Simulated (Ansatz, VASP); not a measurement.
# One calculation of FePt, two programs

File INCAR:

```
ALGO = Fast ; EDIFF = 1E-6
ENCUT = 520 ; GGA = PS
GGA_COMPAT = F ; ISIF = 2
ISMEAR = -1 ; LASPH = T
LCHARG = F ; LMAXMIX = 4
LORBIT = 11 ; LORBMOM = T
LREAL = F ; LSORBIT = T
LWAVE = F ; MAGMOM = 0 0 0 3 0 0
NBANDS = 30 ; NELM = 150
PREC = Accurate ; SIGMA = 0.05
```

The input KPOINTS:

```
k-points
0
Gamma
  7 7 5
```

POSCAR

```
FePt
1.0
    2.7235000000      0.0000000000      0.0000000000
    0.0000000000      2.7235000000      0.0000000000
    0.0000000000      0.0000000000      3.7200000000
Pt Fe
1 1
Direct
    0.5000000000      0.5000000000      0.5000000000
    0.0000000000      0.0000000000      0.0000000000
```

File input.yaml:

```yaml
crystal:
  lattice:
    - [2.7235, 0.0, 0.0]
    - [0.0, 2.7235, 0.0]
    - [0.0, 0.0, 3.72]
  atoms:
    - { symbol: Pt, position: [0.5, 0.5, 0.5] }
    - { symbol: Fe, position: [0.0, 0.0, 0.0], spin: 3.0, spin_axis: [1.0, 0.0, 0.0] }
kpoints:
  mp_grid: { grid: [7, 7, 5] }
  band_path:
    path:
      - [0.0, 0.0, 0.0]
      - [0.0, 0.5, 0.0]
      - [0.5, 0.5, 0.0]
      - [0.0, 0.0, 0.0]
      - [0.0, 0.0, 0.5]
      - [0.0, 0.5, 0.5]
      - [0.5, 0.5, 0.5]
      - [0.0, 0.0, 0.5]
    npoints: 10
scf:
  occupations: { method: fermi_dirac, width: 0.05 }
hamiltonian:
  xc: pbesol
  pseudopotentials: { kind: all_electron, lapw: { basis_error: 0.001 } }
magnetization:
  noncollinear: true
  spin_orbit: true
output:
  forces: true
  stress: true
  eigenvalues: true
```

Alike in both runs: functional PBEsol; k mesh 7 × 7 × 5; occupations fermi-dirac, width 0.05 eV; non-collinear spin, spin-orbit coupling.

```csv
,VASP,Ansatz
version,VASP 6.6.1,Ansatz 0.2.0
potentials or method,"VASP PAW PBE potentials, release 64 (Pt, Fe), cutoff 520 eV","all-electron LAPW, relativistic spinors"
task,single point,band structure
```

```tsv
	VASP	Ansatz	Ansatz less VASP
pressure (GPa)	-6.3	-6.3	+0.01
traceless stress, the component that is largest in VASP (GPa)	0.90	0.90	+0.003
net moment per atom (μB)	1.62	1.62	+0.003
```

VASP's potentials were made for PBE, not for PBEsol. Ansatz ran all-electron here, and VASP with PAW potentials.

Noted on Ansatz's run: the k mesh is thin for a metal, which can move the energy by tens of meV per atom; the magnetic state may not be the lowest.
